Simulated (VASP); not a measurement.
Set up this calculation in VASP 6.6.1, as the native input.

| Quantity | Value |
| --- | --- |
| Task | single point |
| Functional | PBEsol |
| Potentials or basis | VASP PAW PBE potentials, release 64 (In_d) |
| Cutoff | 520 eV |
| k mesh | 19 × 19 × 23 |
| Occupations | fermi-dirac, width 0.1 eV |
| Spin | no spin polarisation |
| Dipole correction | no |
| Further INCAR settings | ALGO = Normal; EDIFF = 1e-07; NBANDS = 12 |

The structure of In lies in POSCAR:

```
In
1.0
   -1.5498072550      1.5906223817      2.3695236289
    1.5906223817     -1.5498072550      2.3695236289
    1.4924226759      1.4924226759     -2.3427039806
In
1
Direct
    0.0000000000      0.0000000000      0.0000000000
```

This cell differs from its parent crystal: volume scaled by 0.88.

One way to write it, as run:

INCAR

```
ALGO     = Normal         # electronic algorithm
EDIFF    = 1E-7           # SCF threshold, eV
ENCUT    = 520            # plane-wave cutoff, eV
GGA      = PS             # functional
ISIF     = 2              # what is computed and relaxed
ISMEAR   = -1             # smearing method
LASPH    = T              # aspherical terms in the spheres
LCHARG   = T              # write CHGCAR
LELF     = T              # ELF
LREAL    = F              # projectors in reciprocal space
LVHAR    = T            
LWAVE    = F              # write WAVECAR
NBANDS   = 12             # bands
NELM     = 100            # most SCF steps
PREC     = Accurate       # precision mode
SIGMA    = 0.1            # smearing width, eV
```

KPOINTS

```
k-points
0
Gamma
  19 19 23
```

Potentials or basis: VASP PAW PBE potentials, release 64 (In_d).

Launch:

```bash
$ cat potpaw_PBE.64/In_d/POTCAR > POTCAR
$ mpirun -np 1 vasp_std > vasp.out
```

It gave:

The pressure is 7.9 GPa.

Caveat: the PAW data sets were made with another functional, which shifts forces and pressure a little.

Run time: 3.6 min on 1 thread of Intel Xeon 6975P-C (shared host), peak memory 0.63 GiB.
